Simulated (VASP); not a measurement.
# KF (I4mm) in VASP: single point with PBE

Aim: the single point of KF with PBE.

Program: VASP 6.6.1. These are calculated values, not measurements. Logs are shortened: lines on timing, memory, paths and dates and some standing lists are left out, and cuts for length are marked.

**1. The cell of the first run**

It takes space group I4mm (No. 107, tetragonal). Conventional cell: a = 3.754 Å, b = 3.754 Å, c = 5.309 Å, α = 90.00°, β = 90.00°, γ = 90.00°. Within 2.9 Å of K (site symmetry 4mm) lie 5 F at 2.15 to 2.70 Å. F (site symmetry 4mm) has 5 K at 2.15 to 2.70 Å within 2.9 Å.

**2. Single point, PBE**

INCAR reads:

```
SYSTEM = KF
PREC = Accurate
ENCUT = 520
EDIFF = 1E-6
ISMEAR = 0
SIGMA = 0.1
LREAL = .False.
LASPH = .True.
NELM = 60
ALGO = Normal
ISIF = 2
LWAVE = .False.
LCHARG = .False.
GGA = PE
NBANDS = 15
```

KPOINTS reads:

```
Automatic mesh
0
Gamma
  6 6 6
  0 0 0
```

POSCAR reads:

```
KF
1.0
    0.0000000000      2.6544134050      2.6544134050
    2.6544134050      0.0000000000      2.6544134050
    2.6544134050      2.6544134050      0.0000000000
K F
1 1
Direct
    0.0000000000      0.0000000000      0.0000000000
    0.4058172327      0.5941827673      0.5941827673
```

Potentials or basis: VASP PAW PBE potentials, release 64 (K_sv, F).

Run with:

```console
$ cat potpaw_PBE.64/K_sv/POTCAR potpaw_PBE.64/F/POTCAR > POTCAR
$ mpirun -np 1 vasp_std > vasp.out
```

OUTCAR:

```text
SYSTEM = KF
   PREC = Accurate
   ENCUT = 520
   EDIFF = 1E-6
   ISMEAR = 0
   LREAL = .False.
   LASPH = .True.
   NELM = 60
   ISIF = 2
   GGA = PE

 ion  position               nearest neighbor table
   1  0.000  0.000  0.000-   2 2.15   2 2.70   2 2.70   2 2.70   2 2.70
   2  0.406  0.594  0.594-   1 2.15   1 2.70   1 2.70   1 2.70   1 2.70

  LATTYP: Found a face centered cubic cell.
 ALAT       =     5.3088268100

  Lattice vectors:

 A1 = (   0.0000000000,   2.6544134050,   2.6544134050)
 A2 = (   2.6544134050,   0.0000000000,   2.6544134050)
 A3 = (   2.6544134050,   2.6544134050,   0.0000000000)

Analysis of symmetry for initial positions (statically):
=====================================================================
 Subroutine PRICEL returns:
 Original cell was already a primitive cell.

 Routine SETGRP: Setting up the symmetry group for a
 face centered cubic supercell.

 Subroutine GETGRP returns: Found  8 space group operations
 (whereof  8 operations were pure point group operations)
 out of a pool of 48 trial point group operations.

The static configuration has the point symmetry C_4v.

Analysis of symmetry for dynamics (positions and initial velocities):
=====================================================================
 Subroutine PRICEL returns:
 Original cell was already a primitive cell.

 Routine SETGRP: Setting up the symmetry group for a
 face centered cubic supercell.

 Subroutine GETGRP returns: Found  8 space group operations
 (whereof  8 operations were pure point group operations)
 out of a pool of 48 trial point group operations.

The dynamic configuration has the point symmetry C_4v.

 Subroutine INISYM returns: Found  8 space group operations
 (whereof  8 operations are pure point group operations),
 and found     1 'primitive' translations

----------------------------------------------------------------------------------------

                                     Primitive cell

  volume of cell :      37.4055

  direct lattice vectors                    reciprocal lattice vectors
     0.000000000  2.654413405  2.654413405    -0.188365535  0.188365535  0.188365535
     2.654413405  0.000000000  2.654413405     0.188365535 -0.188365535  0.188365535
     2.654413405  2.654413405  0.000000000     0.188365535  0.188365535 -0.188365535

  length of vectors
     3.753907437  3.753907437  3.753907437     0.326258676  0.326258676  0.326258676

  position of ions in fractional coordinates (direct lattice)
     0.000000000  0.000000000  0.000000000
     0.405817233  0.594182767  0.594182767

  ion indices of the primitive-cell ions
[... 82 lines left out ...]
   ISYM   =      2    0-nonsym 1-usesym 2-fastsym
   POTIM  = 0.5000    time-step for ionic-motion
   TEBEG  =    0.0;   TEEND  =   0.0 temperature during run
   PSTRESS=    0.0 pullay stress
   NELECT =      16.0000    total number of electrons
   NUPDOWN=      -1.0000    fix difference up-down
   EMIN   =  10.00;   EMAX   =-10.00  energy-range for DOS
   EFERMI =   0.00;   METHOD = LEGACY
   ISMEAR =     0;   SIGMA  =   0.10  broadening in eV -4-tet -1-fermi 0-gaus
   EFERMI_NEDOS =   21; number of points for ismear=-14 and -15
   IALGO  =     38    algorithm
   IMIX   =      4    mixing-type and parameters
     AMIX     =   0.40;   BMIX     =  1.00
     AMIX_MAG =   1.60;   BMIX_MAG =  1.00
  volume/ion in A,a.u.               =      18.70       126.21
  Fermi-wavevector in a.u.,A,eV,Ry     =   1.233492  2.330962 20.701292  1.521502
  Thomas-Fermi vector in A             =   2.368220
   LORBIT       =      0    0 simple, 1 ext, 2 COOP (PROOUT), +10 PAW based schemes
   GGA     = PE    functional components
   LHFCALC =     F    Hartree Fock is set to
   AEXX    =    0.0000 exact exchange contribution
   IVDW    =     0    specifies the selected vdW correction
   LEPSILON=     F    determine dielectric tensor
   LRPA    =     F    only Hartree local field effects (RPA)
 non-spin polarized calculation
 Gauss-broadening in eV      SIGMA  =   0.10
  energy-cutoff  :      520.00
  volume of cell :       37.41
 maximum number of plane-waves:      1018
   NGX = 13   NGY = 13   NGZ = 13

 number of electron      16.0000001 magnetization

 Free energy of the ion-electron system (eV)
  ---------------------------------------------------
  ext. energy  EPLUGINS =         0.00000000
  ---------------------------------------------------
  free energy    TOTEN  =        -7.90909411 eV

  energy without entropy =       -7.90909411  energy(sigma->0) =       -7.90909411

 E-fermi :  -2.2701     XC(G=0):  -8.4430

 val. band max:       -2.7135770008   @ k =  -0.3333   0.5000   0.1667
 cond. band min:       3.4198297064   @ k =   0.0000   0.0000   0.0000
 fundamental gap:      6.1334067071
 Fermi energy:        -2.2701145424

 k-point     1 :       0.0000    0.0000    0.0000
  band No.  band energies     occupation
      1     -28.7115      2.00000
      2     -21.5557      2.00000
      3     -11.9614      2.00000
      4     -11.9090      2.00000
      5     -11.9090      2.00000
      6      -3.0081      2.00000
      7      -3.0081      2.00000
      8      -2.7986      2.00000
      9       3.4198      0.00000
     10       8.1129      0.00000
     11       8.4915      0.00000
     12       8.4915      0.00000
     13       9.7764      0.00000
     14      10.5348      0.00000
[... 401 lines left out ...]
      2     -21.6961      2.00000
      3     -12.2042      2.00000
      4     -12.1891      2.00000
      5     -12.0179      2.00000
      6      -3.2597      2.00000
      7      -2.9907      2.00000
      8      -2.9734      2.00000
      9       6.3354      0.00000
     10       6.6058      0.00000
     11       9.2243      0.00000
     12      10.5579      0.00000
     13      10.5599      0.00000
     14      12.0410      0.00000
     15      14.4417      0.00000

 [... further k-points ...]
[... 5 lines left out ...]
  --------------------------------------------------------------------------------------
  -------------------------------------------------------------------------------------
  Total        4.5377836      0.3470587      0.3470587      0.0000000      0.0000000     -0.0000000
  in kB      194.3652770     14.8654428     14.8654428      0.0000000      0.0000000     -0.0000000
  external PRESSURE =      74.6987209 kB  Pullay stress =       0.0000000 kB

 VOLUME and BASIS-vectors are now :
 -----------------------------------------------------------------------------
  energy-cutoff  :      520.00
  volume of cell :       37.41
      direct lattice vectors                 reciprocal lattice vectors
     0.000000000  2.654413405  2.654413405    -0.188365535  0.188365535  0.188365535
     2.654413405  0.000000000  2.654413405     0.188365535 -0.188365535  0.188365535
     2.654413405  2.654413405  0.000000000     0.188365535  0.188365535 -0.188365535

 POSITION                                       TOTAL-FORCE (eV/Angst)
 -----------------------------------------------------------------------------------
      0.00000      0.00000      0.00000         2.127949      0.000000      0.000000
      3.15441      2.65441      2.65441        -2.127949      0.000000      0.000000
 -----------------------------------------------------------------------------------
    total drift:                               -0.000328     -0.000001     -0.000001

  FREE ENERGIE OF THE ION-ELECTRON SYSTEM (eV)
  ---------------------------------------------------
  free  energy   TOTEN  =        -7.9090941102 eV

  energy  without entropy=       -7.9090941102  energy(sigma->0) =       -7.90909411
```

OSZICAR:

```text
N       E                     dE             d eps       ncg     rms          rms(c)
DAV:   1     0.109406204977E+03    0.10941E+03   -0.81295E+03   900   0.103E+03
DAV:   2    -0.482803926672E+01   -0.11423E+03   -0.10493E+03  1104   0.286E+02
DAV:   3    -0.909334934083E+01   -0.42653E+01   -0.42423E+01  1196   0.494E+01
DAV:   4    -0.922175240496E+01   -0.12840E+00   -0.12840E+00  1174   0.823E+00
DAV:   5    -0.922345230282E+01   -0.16999E-02   -0.16999E-02  1272   0.837E-01    0.725E+00
DAV:   6    -0.792639096449E+01    0.12971E+01   -0.37565E+00   984   0.176E+01    0.520E+00
DAV:   7    -0.790699194046E+01    0.19399E-01   -0.10291E-01  1110   0.274E+00    0.297E+00
DAV:   8    -0.790686542217E+01    0.12652E-03   -0.52042E-02   984   0.229E+00    0.220E-01
DAV:   9    -0.790837418828E+01   -0.15088E-02   -0.57772E-03  1181   0.598E-01    0.130E-01
DAV:  10    -0.790908074483E+01   -0.70656E-03   -0.87303E-04   949   0.291E-01    0.452E-02
DAV:  11    -0.790908954168E+01   -0.87968E-05   -0.10982E-04  1152   0.104E-01    0.268E-02
DAV:  12    -0.790909385787E+01   -0.43162E-05   -0.32713E-05   956   0.543E-02    0.446E-03
DAV:  13    -0.790909411017E+01   -0.25230E-06   -0.23892E-06  1152   0.150E-02
   1 F= -.79090941E+01 E0= -.79090941E+01  d E =-.111156E-10
```

Wall time 11 s (1 thread of Intel Xeon 6975P-C (Granite Rapids), shared host); peak memory 0.16 GiB.

What came out:

| Item | Value |
| --- | --- |
| Free energy | -7.9091 eV |
| Pressure | 7.5 GPa |
| Largest force | 2.128 eV/Å |
| Band gap on the k mesh | 6.13 eV, indirect (least direct gap 6.22 eV) |

Forces in eV/Å, atoms in the order of the input:
```
K    2.128  0.000  0.000
F   -2.128  0.000  0.000
```

Levels at points of the mesh, in eV from the valence-band top:
```
           k point  band 5  band 6  band 7  band 8  band 9  band 10  band 11  band 12
(0.00, 0.00, 0.00)   -9.20   -0.29   -0.29   -0.08    6.13    10.83    11.21    11.21
(0.50, 0.00, 0.00)   -9.26   -0.89   -0.48   -0.30    9.04    10.38    12.18    12.32
(0.50, 0.50, 0.00)   -9.41   -0.46   -0.33   -0.01    8.84    10.01    11.96    13.95
(0.00, 0.50, 0.50)   -9.45   -0.18   -0.18   -0.03    8.21     9.60    11.81    13.85
```

Caveat: forces of over 1 eV/Å act on the atoms, so gaps and moduli don't describe the material at rest. A k mesh can miss the band edges.
